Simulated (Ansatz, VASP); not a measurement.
**ZnS: VASP beside Ansatz**

```
Zn S
1.0
     0.00000    2.70465    2.70465
     2.70465    0.00000    2.70465
     2.70465    2.70465    0.00000
Zn S
1 1
Direct
  0.95998 0.95998 0.95998
  0.75000 0.75000 0.75000
```

Change from the starting cell: all Zn atoms moved +0.375 Å, as atom 1 towards its neighbour atom 2 (S) at 2.342 Å.

Alike in both runs: task single point; functional r2SCAN; k mesh 8 × 8 × 8; occupations gaussian, width 0.05 eV; no spin polarisation.

|  | VASP | Ansatz |
| --- | --- | --- |
| version | VASP 6.6.1 | Ansatz 0.2.0 |
| potentials or method | VASP PAW PBE potentials, release 64 (Zn, S), cutoff 520 eV | scalar-relativistic, plane waves, PAW |
| valence electrons in the cell | 18 | 18 |

VASP gave:

```
gap on the k mesh at the Fermi level (eV)                     : 2.53
least direct gap on the mesh (eV)                             : 2.53
pressure (GPa)                                                : 7.3
traceless stress, the component that is largest in VASP (GPa) : 11.43
rms of the force components (eV/Å)                            : 3.006
```

Estimate Ansatz's values.

gap on the k mesh at the Fermi level (eV): 2.52; least direct gap on the mesh (eV): 2.52; pressure (GPa): 7.0; traceless stress, the component that is largest in VASP (GPa): 11.24; rms of the force components (eV/Å): 2.965.

VASP's potentials were made for PBE, not for r2SCAN. Atom by atom the forces differ by 0.041 eV/Å (rms over components).
